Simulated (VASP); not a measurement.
TiO2 (Anatase):

```xyz
6
Lattice="-1.8921 1.8921 4.7573 1.8921 -1.8921 4.7573 1.8921 1.8921 -4.7573" Properties=species:S:1:pos:R:3 pbc="T T T"
Ti    0.0000    0.0000    0.0000
Ti    0.0000    1.8921    2.3786
O     0.0000    0.0000    1.9800
O     0.0000    1.8921    4.3586
O     0.0000    1.8921    0.3987
O     0.0000    0.0000    7.5346
```

| Property | Result |
| --- | --- |
| Program | VASP 6.6.1 |
| Task | relaxation of cell and atoms |
| Functional | PBE |
| Potentials or basis | VASP PAW PBE potentials, release 64 (Ti_sv, O) |
| Cutoff | 600 eV |
| k mesh | 8 × 8 × 8 |
| Occupations | fermi-dirac, width 0.02 eV |
| Spin | no spin polarisation |

At the start: pressure 5.7 GPa; volume 11.35 Å³/atom.

Question: How do energy, volume and symmetry change on relaxing?

Answer: Over 14 steps the energy falls by 5.7 meV/atom and the volume is 11.69 Å³/atom (+3.0 %); space group I4_1/amd (No. 141, to 0.05 Å).

Step by step:
| step | energy change (eV) | largest force (eV/Å) | pressure (GPa) | volume (Å³) |
| --- | --- | --- | --- | --- |
| 1 | 0.0000 | 0.1230 | 5.68 | 68.13 |
| 2 | 0.0191 | 0.3201 | -6.31 | 72.17 |
| 3 | -0.0307 | 0.0862 | 0.04 | 69.86 |
| 4 | -0.0307 | 0.0821 | 0.11 | 69.83 |
| 5 | -0.0317 | 0.0438 | 0.12 | 69.91 |
| 6 | -0.0323 | 0.0070 | 0.05 | 70.01 |
| 7 | -0.0330 | 0.0001 | -0.08 | 70.08 |
| 8 | -0.0339 | 0.0215 | -0.44 | 70.27 |
| 9 | -0.0341 | 0.0029 | 0.31 | 70.05 |
| 10 | -0.0342 | 0.0066 | 0.03 | 70.14 |
| 11 | -0.0342 | 0.0072 | 0.02 | 70.14 |
| 12 | -0.0341 | 0.0151 | -0.17 | 70.21 |
| 13 | -0.0342 | 0.0074 | -0.02 | 70.15 |
| 14 | -0.0342 | 0.0016 | 0.01 | 70.14 |

Final structure:
```yaml
crystal:
  lattice:
    - [-1.90118, 1.90118, 4.85152]
    - [1.90118, -1.90118, 4.85152]
    - [1.90118, 1.90118, -4.85152]
  atoms:
    - { symbol: Ti, position: [0.00000, 0.00000, 0.00000] }
    - { symbol: Ti, position: [0.75000, 0.25000, 0.50000] }
    - { symbol: O, position: [0.20657, 0.20657, 0.00000] }
    - { symbol: O, position: [0.95657, 0.45657, 0.50000] }
    - { symbol: O, position: [0.54343, 0.04343, 0.50000] }
    - { symbol: O, position: [0.79343, 0.79343, 0.00000] }
```
